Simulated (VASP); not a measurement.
Input of a VASP 6.6.1 run:

INCAR

```
SYSTEM = GaSb
PREC     = Accurate       ! precision mode
ENCUT    = 520            ! plane-wave cutoff, eV
EDIFF    = 1E-6           ! SCF threshold, eV
ISMEAR   = -1             ! smearing method
SIGMA    = 0.1            ! smearing width, eV
LREAL    = .FALSE.        ! projectors in reciprocal space
LASPH    = .TRUE.         ! aspherical terms in the spheres
NELM     = 80             ! most SCF steps
ALGO     = Normal         ! electronic algorithm
ISIF     = 2              ! what is computed and relaxed
LWAVE    = .FALSE.        ! write WAVECAR
LCHARG   = .FALSE.        ! write CHGCAR
GGA      = B5             ! functional
ALDAX    = 1.0          
AGGAX    = 1.0          
AGGAC    = 1.0          
ALDAC    = 0.0          
NBANDS   = 16             ! bands
```

The input KPOINTS:

```
regular mesh
0
G
  6 6 6
  0 0 0
```

POSCAR

```
GaSb
1.0
   -2.7534340000      2.7534340000      1.5907070000
    2.7534340000     -2.7534340000      1.5907070000
    2.7534340000      2.7534340000     -1.5907070000
Ga Sb
1 1
Direct
    0.2500000000      0.7500000000      0.5000000000
    0.0000000000      0.0000000000      0.0000000000
```

Potentials or basis: VASP PAW PBE potentials, release 64 (Ga_d, Sb).

The run is started by

```bash
$ cat potpaw_PBE.64/Ga_d/POTCAR potpaw_PBE.64/Sb/POTCAR > POTCAR
$ mpirun -np 1 vasp_std > vasp.out
```

Q: Predict the pressure.

A: 5.5 GPa.

Q: Estimate the band gap on the k mesh.

A: Zero (band 9 reaches 8.81 eV, above the bottom of band 10 at 4.11 eV).

Stress tensor (GPa, compression positive):
```
6.60 0.00 0.00
0.00 6.60 0.00
0.00 0.00 3.31
```

Caveat: the k points lie up to 0.38 Å⁻¹ apart; the PAW data sets were made with another functional, which shifts forces and pressure a little; spin-orbit coupling is left out, which moves the levels of the heavy elements.
